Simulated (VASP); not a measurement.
Here is a VASP 6.6.1 calculation.

Contents of POSCAR:

```
Al
1.0
    0.0000000000      1.9966927596      1.9966927596
    1.9966927596      0.0000000000      1.9966927596
    1.9966927596      1.9966927596      0.0000000000
Al
1
Direct
    0.0000000000      0.0000000000      0.0000000000
```

The input INCAR.step1:

```
  ALGO = Normal
  EDIFF = 1E-4
  ENCUT = 520
  GGA = PE
  GGA_COMPAT = F
  ISMEAR = -1
  LASPH = T
  LCHARG = F
  LREAL = F
  LSORBIT = T
  LWAVE = T
  MAGMOM = 0 0 0
  NBANDS = 14
  NELM = 150
  PREC = Accurate
  SIGMA = 0.1
```

The input INCAR.step2:

```
  ALGO = Normal
  EDIFF = 1E-7
  ENCUT = 520
  GGA_COMPAT = F
  ISIF = 2
  ISMEAR = -1
  ISTART = 1
  LASPH = T
  LCHARG = F
  LMIXTAU = T
  LORBIT = 11
  LORBMOM = T
  LREAL = F
  LSORBIT = T
  LWAVE = F
  MAGMOM = 0 0 0
  METAGGA = R2SCAN
  NBANDS = 14
  NELM = 150
  PREC = Accurate
  SIGMA = 0.1
```

KPOINTS

```
k-points
0
Gamma
  14 14 14
```

Potentials or basis: VASP PAW PBE potentials, release 64 (Al).

The run is started by

```bash
$ cat potpaw_PBE.64/Al/POTCAR > POTCAR
$ cp INCAR.step1 INCAR
$ mpirun -np 1 vasp_ncl > vasp.out
$ cp INCAR.step2 INCAR
$ mpirun -np 1 vasp_ncl > vasp.out
```

Q: Predict the pressure.

A: -0.5 GPa.

Q: What does it give for the net moment?

A: 0.00 μB per cell.

Moments on the atoms (μB; x, y, z):
```
Al  0.00 0.00 0.00
```

Caveat: the PAW data sets were made with another functional, which shifts forces and pressure a little.
